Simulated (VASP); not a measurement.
# Nb16N (a cell with a defect) in VASP: a series of runs

Runs on Nb16N (a cell with a defect). Level: PBEsol. Tasks: single point.

Everything below comes from runs of VASP 6.6.1. Logs are shortened: lines on timing, memory, paths and dates and some standing lists are left out, and cuts for length are marked.

## Step 1: The cell of the first run

The cell holds a defect, 17 atoms: a = 6.600 Å, b = 6.600 Å, c = 6.600 Å, α = 90.00°, β = 90.00°, γ = 90.00°.

## Step 2: Single point, PBEsol

File INCAR:

```
PREC = Accurate ; ENCUT = 520
EDIFF = 1E-7 ; ISMEAR = -1
SIGMA = 0.05 ; LREAL = Auto
LASPH = True ; NELM = 80
ALGO = Normal ; ISIF = 2
LWAVE = False ; LCHARG = True
GGA = PS ; LELF = True
LVHAR = True ; NBANDS = 120
```

File KPOINTS:

```
Automatic mesh
0
Gamma
  2 2 2
```

File POSCAR:

```
Nb16N
1.0
    6.6000000000      0.0000000000      0.0000000000
    0.0000000000      6.6000000000      0.0000000000
    0.0000000000      0.0000000000      6.6000000000
Nb N
16 1
Direct
    0.0176363636      0.0247575758      0.0128939394
    0.5219848485      0.0268787879     -0.0463484848
    0.0543030303      0.5361363636      0.0017121212
    0.0244090909     -0.0118484848      0.4910151515
    0.3108333333      0.2585303030      0.2674848485
    0.5598181818      0.5114696970     -0.0041212121
    0.5269696970      0.0250909091      0.5656666667
    0.7715000000      0.2511818182      0.2281515152
    0.0545606061      0.5388333333      0.4905606061
    0.3041818182      0.7748636364      0.2588787879
    0.2465151515      0.2356969697      0.7353636364
    0.5330454545      0.5176515152      0.4846515152
    0.7752272727      0.7843636364      0.2466515152
    0.8075757576      0.2984393939      0.7264545455
    0.2899848485      0.7336212121      0.7520606061
    0.8193636364      0.7578484848      0.7531060606
    0.5289393939      0.0173030303      0.2447727273
```

Potentials or basis: VASP PAW PBE potentials, release 64 (Nb_sv, N).

Run with:

```bash
$ cat potpaw_PBE.64/Nb_sv/POTCAR potpaw_PBE.64/N/POTCAR > POTCAR
$ mpirun -np 1 vasp_std > vasp.out
```

OUTCAR:

```text
PREC = Accurate
   ENCUT = 520
   EDIFF = 1E-7
   ISMEAR = -1
   LREAL = Auto
   LASPH = True
   NELM = 80
   ISIF = 2
   GGA = PS

 ion  position               nearest neighbor table
   1  0.018  0.025  0.013-   8 2.62  13 2.73  11 2.75  16 2.78  14 2.96  10 2.99   5 2.99
   2  0.522  0.027  0.954-  17 1.92   7 2.56  11 2.70  15 2.80   8 2.86   5 2.93  16 2.96  10 2.98
                            14 3.00  13 3.02
   3  0.054  0.536  0.002-  15 2.61  16 2.69  10 2.84  14 2.90  11 2.94  13 2.95   8 3.04
   4  0.024  0.988  0.491-  13 2.67  16 2.67  11 2.72  10 2.78  14 2.94   8 2.97   9 2.97  15 2.98
                             5 2.99
   5  0.311  0.259  0.267-  17 2.15  12 2.67   7 2.88   9 2.91   2 2.93   6 2.95   4 2.99   1 2.99

   6  0.560  0.511  0.996-   8 2.69  14 2.80  15 2.81  13 2.83  16 2.85   5 2.95  10 2.98
   7  0.527  0.025  0.566-  17 2.12   2 2.56  11 2.57  15 2.77  14 2.79   5 2.88  16 2.89  10 3.00

   8  0.772  0.251  0.228-  17 2.23   1 2.62   6 2.69   2 2.86  12 2.90   4 2.97   3 3.04
   9  0.055  0.539  0.491-  15 2.65  10 2.73  16 2.74  14 2.76  11 2.87   5 2.91  13 2.94   4 2.97

  10  0.304  0.775  0.259-  17 2.18  12 2.72   9 2.73   4 2.78   3 2.84   6 2.98   2 2.98   1 2.99
                             7 3.00
  11  0.247  0.236  0.735-   7 2.57   2 2.70   4 2.72   1 2.75   9 2.87  14 2.93   3 2.94
  12  0.533  0.518  0.485-   5 2.67  10 2.72  15 2.78  14 2.81  13 2.85   8 2.90  16 3.04
  13  0.775  0.784  0.247-  17 2.24   4 2.67   1 2.73   6 2.83  12 2.85   9 2.94   3 2.95   2 3.02

  14  0.808  0.298  0.726-   9 2.76   7 2.79   6 2.80  12 2.81   3 2.90  11 2.93   4 2.94   1 2.96
                             2 3.00  16 3.04
  15  0.290  0.734  0.752-   3 2.61   9 2.65   7 2.77  12 2.78   2 2.80   6 2.81   4 2.98
  16  0.819  0.758  0.753-   4 2.67   3 2.69   9 2.74   1 2.78   6 2.85   7 2.89   2 2.96  12 3.04
                            14 3.04
  17  0.529  0.017  0.245-   2 1.92   7 2.12   5 2.15  10 2.18   8 2.23  13 2.24

  LATTYP: Found a simple cubic cell.
 ALAT       =     6.6000000000

  Lattice vectors:

 A1 = (   6.6000000000,   0.0000000000,   0.0000000000)
 A2 = (   0.0000000000,   6.6000000000,   0.0000000000)
 A3 = (   0.0000000000,   0.0000000000,   6.6000000000)

Analysis of symmetry for initial positions (statically):
=====================================================================
 Subroutine PRICEL returns:
 Original cell was already a primitive cell.

 Routine SETGRP: Setting up the symmetry group for a
 simple cubic supercell.

 Subroutine GETGRP returns: Found  1 space group operations
 (whereof  1 operations were pure point group operations)
 out of a pool of 48 trial point group operations.

The static configuration has the point symmetry C_1 .

Analysis of symmetry for dynamics (positions and initial velocities):
=====================================================================
 Subroutine PRICEL returns:
 Original cell was already a primitive cell.

 Routine SETGRP: Setting up the symmetry group for a
 simple cubic supercell.

 Subroutine GETGRP returns: Found  1 space group operations
 (whereof  1 operations were pure point group operations)
 out of a pool of 48 trial point group operations.

The dynamic configuration has the point symmetry C_1 .

 Subroutine INISYM returns: Found  1 space group operations
 (whereof  1 operations are pure point group operations),
 and found     1 'primitive' translations

----------------------------------------------------------------------------------------

                                     Primitive cell

  volume of cell :     287.4960

  direct lattice vectors                    reciprocal lattice vectors
     6.600000000  0.000000000  0.000000000     0.151515152  0.000000000  0.000000000
     0.000000000  6.600000000  0.000000000     0.000000000  0.151515152  0.000000000
     0.000000000  0.000000000  6.600000000     0.000000000  0.000000000  0.151515152

  length of vectors
     6.600000000  6.600000000  6.600000000     0.151515152  0.151515152  0.151515152

  position of ions in fractional coordinates (direct lattice)
     0.017636364  0.024757576  0.012893939
     0.521984848  0.026878788  0.953651515
     0.054303030  0.536136364  0.001712121
     0.024409091  0.988151515  0.491015152
     0.310833333  0.258530303  0.267484848
     0.559818182  0.511469697  0.995878788
[... 9 lines left out ...]
     0.819363636  0.757848485  0.753106061
     0.528939394  0.017303030  0.244772727

  ion indices of the primitive-cell ions
   primitive index   ion index
                 1           1
                 2           2
                 3           3
                 4           4
                 5           5
                 6           6
[... 9 lines left out ...]
                16          16
                17          17

----------------------------------------------------------------------------------------

 KPOINTS: Automatic mesh

Automatic generation of k-mesh.
 Grid dimensions read from file:
 generate k-points for:    2    2    2

 Generating k-lattice:

  Cartesian coordinates                     Fractional coordinates (reciprocal lattice)
     0.075757576  0.000000000  0.000000000     0.500000000  0.000000000  0.000000000
     0.000000000  0.075757576  0.000000000     0.000000000  0.500000000  0.000000000
     0.000000000  0.000000000  0.075757576     0.000000000  0.000000000  0.500000000

  Length of vectors
     0.075757576  0.075757576  0.075757576

  Shift w.r.t. Gamma in fractional coordinates (k-lattice)
     0.000000000  0.000000000  0.000000000

 Subroutine IBZKPT returns following result:
 ===========================================

 Found      8 irreducible k-points:

 Following reciprocal coordinates:
            Coordinates               Weight
  0.000000  0.000000  0.000000      1.000000
  0.500000  0.000000  0.000000      1.000000
  0.000000  0.500000  0.000000      1.000000
  0.000000  0.000000  0.500000      1.000000
  0.500000  0.500000  0.000000      1.000000
  0.000000  0.500000  0.500000      1.000000
  0.500000  0.000000  0.500000      1.000000
  0.500000  0.500000  0.500000      1.000000
   k-points           NKPTS =      8   k-points in BZ     NKDIM =      8   number of bands    NBANDS=    120
   number of dos      NEDOS =    301   number of ions     NIONS =     17
   total plane-waves  NPLWV = 125000
   dimension x,y,z NGX =    50 NGY =   50 NGZ =   50
   dimension x,y,z NGXF=   100 NGYF=  100 NGZF=  100
   ions per type =              16   1
   NGX,Y,Z   is equivalent  to a cutoff of  12.59, 12.59, 12.59 a.u.
   NGXF,Y,Z  is equivalent  to a cutoff of  25.19, 25.19, 25.19 a.u.
 SYSTEM =  unknown system
   PREC   = accura    normal or accurate (medium, high low for compatibility)
   ISTART =      0    job   : 0-new  1-cont  2-samecut
   ICHARG =      2    charge: 1-file 2-atom 10-const
   ISPIN  =      1    spin polarized calculation?
   LNONCOLLINEAR =      F non collinear calculations
   LSORBIT =      F    spin-orbit coupling
   LASPH  =      T    aspherical Exc in radial PAW
   ENCUT  =  520.0 eV  38.22 Ry    6.18 a.u.  12.27 12.27 12.27*2*pi/ulx,y,z
   NELM   =     80;   NELMIN=  2; NELMDL= -5     # of ELM steps
   EDIFF  = 0.1E-06   stopping-criterion for ELM
   LREAL  =      T    real-space projection
   EDIFFG = 0.1E-05   stopping-criterion for IOM
   NSW    =      0    number of steps for IOM
   IBRION =     -1    ionic relax: 0-MD 1-quasi-New 2-CG
   NFREE  =      0    steps in history (QN), initial steepest desc. (CG)
   ISIF   =      2    stress and relaxation
   ISYM   =      2    0-nonsym 1-usesym 2-fastsym
   POTIM  = 0.5000    time-step for ionic-motion
   TEBEG  =    0.0;   TEEND  =   0.0 temperature during run
   PSTRESS=    0.0 pullay stress
   NELECT =     213.0000    total number of electrons
   NUPDOWN=      -1.0000    fix difference up-down
   EMIN   =  10.00;   EMAX   =-10.00  energy-range for DOS
   EFERMI =   0.00;   METHOD = LEGACY
   ISMEAR =    -1;   SIGMA  =   0.05  broadening in eV -4-tet -1-fermi 0-gaus
   EFERMI_NEDOS =   21; number of points for ismear=-14 and -15
   IALGO  =     38    algorithm
   IMIX   =      4    mixing-type and parameters
     AMIX     =   0.40;   BMIX     =  1.00
     AMIX_MAG =   1.60;   BMIX_MAG =  1.00
  volume/ion in A,a.u.               =      16.91       114.12
  Fermi-wavevector in a.u.,A,eV,Ry     =   1.481349  2.799344 29.856560  2.194395
  Thomas-Fermi vector in A             =   2.595270
   LORBIT       =      0    0 simple, 1 ext, 2 COOP (PROOUT), +10 PAW based schemes
   GGA     = PS    functional components
   LHFCALC =     F    Hartree Fock is set to
   AEXX    =    0.0000 exact exchange contribution
   IVDW    =     0    specifies the selected vdW correction
   LEPSILON=     F    determine dielectric tensor
   LRPA    =     F    only Hartree local field effects (RPA)
 non-spin polarized calculation
  energy-cutoff  :      520.00
  volume of cell :      287.50
 maximum number of plane-waves:      7809
 NGX is ok and might be reduce to    50
   NGX = 25   NGY = 25   NGZ = 25

 number of electron     212.9999996 magnetization

 Free energy of the ion-electron system (eV)
  ---------------------------------------------------
  ext. energy  EPLUGINS =         0.00000000
  ---------------------------------------------------
  free energy    TOTEN  =      -184.39087409 eV

  energy without entropy =     -184.26011137  energy(sigma->0) =     -184.32549273

 E-fermi :  11.4892     XC(G=0): -12.7431

 val. band max:       11.4830837723   @ k =   0.5000   0.0000   0.5000
 cond. band min:      11.5245295054   @ k =   0.0000   0.5000   0.0000
 fundamental gap:      0.0414457331
 Fermi energy:        11.4891883214

 k-point     1 :       0.0000    0.0000    0.0000
  band No.  band energies     occupation
      1     -43.0714      2.00000
      2     -42.9372      2.00000
      3     -42.9181      2.00000
      4     -42.9089      2.00000
      5     -42.8732      2.00000
      6     -42.8024      2.00000
[... 110 lines left out ...]
    117      13.2685      0.00000
    118      13.3116      0.00000
[... 845 lines left out ...]
    117      13.7389      0.00000
    118      13.7607      0.00000
 [bands above 118 left out]

------------------------ aborting loop because EDIFF is reached ----------------------------------------

  FORCE on cell =-STRESS in cart. coord.  units (eV):
  Direction    XX          YY          ZZ          XY          YZ          ZX
  --------------------------------------------------------------------------------------
  -------------------------------------------------------------------------------------
  Total        2.3626719      2.0504179     12.7219025     -1.1066056     -0.0635260     -1.1224459
  in kB       13.1668592     11.4267086     70.8974863     -6.1669671     -0.3540219     -6.2552429
  external PRESSURE =      31.8303514 kB  Pullay stress =       0.0000000 kB

 VOLUME and BASIS-vectors are now :
 -----------------------------------------------------------------------------
  energy-cutoff  :      520.00
  volume of cell :      287.50
      direct lattice vectors                 reciprocal lattice vectors
     6.600000000  0.000000000  0.000000000     0.151515152  0.000000000  0.000000000
     0.000000000  6.600000000  0.000000000     0.000000000  0.151515152  0.000000000
     0.000000000  0.000000000  6.600000000     0.000000000  0.000000000  0.151515152

 POSITION                                       TOTAL-FORCE (eV/Angst)
 -----------------------------------------------------------------------------------
      0.11640      0.16340      0.08510         1.248769     -0.644229     -1.028943
      3.44510      0.17740      6.29410         1.117053     -0.691045     -0.675338
      0.35840      3.53850      0.01130        -0.621941     -1.572759      0.436606
      0.16110      6.52180      3.24070         0.347237      1.711823      0.704072
      2.05150      1.70630      1.76540        -1.660591      0.015006     -1.307358
      3.69480      3.37570      6.57280        -0.838975      0.092398     -0.496837
[... 9 lines left out ...]
      5.40780      5.00180      4.97050        -1.736794      0.216506      0.104886
      3.49100      0.11420      1.61550         0.521008      0.010746      2.316287
 -----------------------------------------------------------------------------------
    total drift:                               -0.002859      0.000019      0.000486

  FREE ENERGIE OF THE ION-ELECTRON SYSTEM (eV)
  ---------------------------------------------------
  free  energy   TOTEN  =      -184.3908740861 eV

  energy  without entropy=     -184.2601113676  energy(sigma->0) =     -184.32549273
```

Wall time 8.3 min (1 thread of Intel Xeon 6975P-C (Granite Rapids), shared host); peak memory 0.45 GiB.

What came out:

| Quantity | Value |
| --- | --- |
| Free energy | -184.3909 eV |
| Pressure | 3.2 GPa |
| Largest force | 3.406 eV/Å |
| Band gap on the k mesh | zero (an odd number of electrons rules out a gap without spin polarisation) |

Forces in eV/Å, atoms in the order of the input:
```
Nb   1.249 -0.644 -1.029
Nb   1.117 -0.691 -0.675
Nb  -0.622 -1.573  0.437
Nb   0.347  1.712  0.704
Nb  -1.661  0.015 -1.307
Nb  -0.839  0.092 -0.497
Nb   1.155 -1.039 -3.031
Nb   0.263  1.464  1.328
Nb  -0.725 -1.947 -0.439
Nb  -0.077  0.126 -0.610
Nb   0.694  2.554  0.702
Nb   1.026 -0.449  0.977
Nb  -0.211 -0.101 -0.254
Nb  -0.414 -0.971  0.748
Nb  -0.087  1.225  0.525
Nb  -1.737  0.217  0.105
N    0.521  0.011  2.316
```

Stress tensor (GPa, compression positive):
```
 1.32 -0.62 -0.63
-0.62  1.14 -0.04
-0.63 -0.04  7.09
```

Levels at points of the mesh, in eV from the Fermi level:
```tsv
k point	band 104	band 105	band 106	band 107	band 108	band 109
(0.00, 0.00, 0.00)	0.28	0.30	0.49	0.54	0.58	0.61
(0.50, 0.00, 0.00)	-0.21	-0.04	0.05	0.10	0.13	0.25
(0.00, 0.50, 0.00)	-0.14	-0.05	0.04	0.07	0.16	0.28
(0.00, 0.00, 0.50)	-0.14	-0.03	0.06	0.13	0.27	0.46
(0.50, 0.50, 0.00)	-0.49	-0.45	-0.35	-0.23	-0.07	0.20
(0.00, 0.50, 0.50)	-0.44	-0.36	-0.23	-0.17	-0.06	0.13
(0.50, 0.00, 0.50)	-0.41	-0.38	-0.31	-0.14	-0.01	0.17
(0.50, 0.50, 0.50)	-1.01	-0.93	-0.91	-0.82	-0.73	-0.67
```

Caveat: the k points lie up to 0.48 Å⁻¹ apart, too coarse for converged energies and pressures of a metal; the atoms stand as in a frame of molecular dynamics; the PAW data sets were made with another functional, which shifts forces and pressure a little.

## Step 3: Single point, PBEsol

File INCAR:

```
SYSTEM = Nb16N
PREC = Accurate ; ENCUT = 520
EDIFF = 1E-6 ; ISMEAR = -1
SIGMA = 0.05 ; LREAL = Auto
LASPH = .TRUE. ; NELM = 100
ALGO = Normal ; ISIF = 2
LWAVE = .FALSE. ; LCHARG = .FALSE.
GGA = PS ; NBANDS = 120
```

File KPOINTS:

```
regular mesh
0
G
  2 2 2
  0 0 0
```

File POSCAR:

```
Nb16N
1.0
    6.6000000000      0.0000000000      0.0000000000
    0.0000000000      6.6000000000      0.0000000000
    0.0000000000      0.0000000000      6.6000000000
Nb N
16 1
Direct
    0.0455303030      0.0298181818     -0.0032424242
    0.5435454545      0.0330757576      0.0027878788
    0.0782878788      0.5435757576      0.0061515152
    0.0866212121      0.0310151515      0.5034242424
    0.3169696970      0.3029242424      0.2645606061
    0.5645909091      0.5329090909      0.0502575758
    0.5588484848      0.0109393939      0.5571060606
    0.8274393939      0.2481969697      0.2785757576
    0.0888181818      0.5401212121      0.5035000000
    0.3479393939      0.7850000000      0.2798030303
    0.3034242424      0.2809393939      0.7246666667
    0.5623939394      0.5299696970      0.5423787879
    0.8291060606      0.7509848485      0.2870454545
    0.8105454545      0.2839393939      0.7849393939
    0.2907727273      0.7837424242      0.7631818182
    0.8346969697      0.7456969697      0.7686060606
    0.6065454545     -0.0040757576      0.2747575758
```

Potentials or basis: VASP PAW PBE potentials, release 64 (Nb_sv, N).

Run with:

```bash
$ cat potpaw_PBE.64/Nb_sv/POTCAR potpaw_PBE.64/N/POTCAR > POTCAR
$ mpirun -np 1 vasp_std > vasp.out
```

It took 6.6 min on 1 thread of Intel Xeon 6975P-C (Granite Rapids), shared host; peak memory 0.45 GiB.

The run converged. Its results:

| Item | Value |
| --- | --- |
| Free energy | -184.0565 eV |
| Pressure | 4.8 GPa |
| Largest force | 3.516 eV/Å |
| Band gap on the k mesh | zero (an odd number of electrons rules out a gap without spin polarisation) |

Forces on the atoms (eV/Å):
```
Nb   1.197  0.240  0.471
Nb   0.439 -0.013 -3.488
Nb  -0.460 -1.660  0.836
Nb  -1.616 -0.389  0.150
Nb   0.224 -0.994 -0.524
Nb   0.244 -0.735 -1.483
Nb   1.399  0.696  2.383
Nb  -0.937  1.011 -0.207
Nb  -1.103 -1.475  0.753
Nb  -1.396  0.373 -1.391
Nb  -0.179  1.121  2.679
Nb   1.330 -0.803 -0.750
Nb  -0.528  1.455 -0.669
Nb   0.475 -0.463 -0.856
Nb   1.587 -0.230  0.665
Nb  -1.400  1.570  0.741
N    0.724  0.294  0.689
```

Stress tensor (GPa, compression positive):
```
 2.05  0.07  0.27
 0.07  1.89 -0.15
 0.27 -0.15 10.34
```

Levels at points of the mesh, in eV from the Fermi level:
| k point | band 102 | band 103 | band 104 | band 105 | band 106 | band 107 | band 108 | band 109 | band 110 | band 111 |
| --- | --- | --- | --- | --- | --- | --- | --- | --- | --- | --- |
| (0.00, 0.00, 0.00) | 0.04 | 0.18 | 0.27 | 0.32 | 0.41 | 0.52 | 0.68 | 0.72 | 0.84 | 0.85 |
| (0.50, 0.00, 0.00) | -0.32 | -0.20 | -0.05 | 0.06 | 0.10 | 0.21 | 0.30 | 0.49 | 0.56 | 0.63 |
| (0.00, 0.50, 0.00) | -0.29 | -0.25 | -0.02 | 0.03 | 0.06 | 0.19 | 0.26 | 0.33 | 0.43 | 0.60 |
| (0.00, 0.00, 0.50) | -0.21 | -0.14 | -0.03 | 0.06 | 0.10 | 0.26 | 0.31 | 0.44 | 0.56 | 0.70 |
| (0.50, 0.50, 0.00) | -0.58 | -0.54 | -0.48 | -0.36 | -0.26 | -0.19 | -0.12 | -0.06 | 0.41 | 0.52 |
| (0.00, 0.50, 0.50) | -0.56 | -0.50 | -0.47 | -0.36 | -0.33 | -0.29 | -0.20 | 0.01 | 0.23 | 0.44 |
| (0.50, 0.00, 0.50) | -0.61 | -0.47 | -0.38 | -0.33 | -0.30 | -0.26 | -0.09 | 0.03 | 0.04 | 0.48 |
| (0.50, 0.50, 0.50) | -1.13 | -1.10 | -1.04 | -0.99 | -0.93 | -0.90 | -0.86 | -0.80 | -0.71 | -0.60 |

Caveat: the k points lie up to 0.48 Å⁻¹ apart, too coarse for converged energies and pressures of a metal; the atoms stand as in a frame of molecular dynamics; the PAW data sets were made with another functional, which shifts forces and pressure a little.

The gap in the log of VASP goes by the Fermi energy; the results here count the filled bands.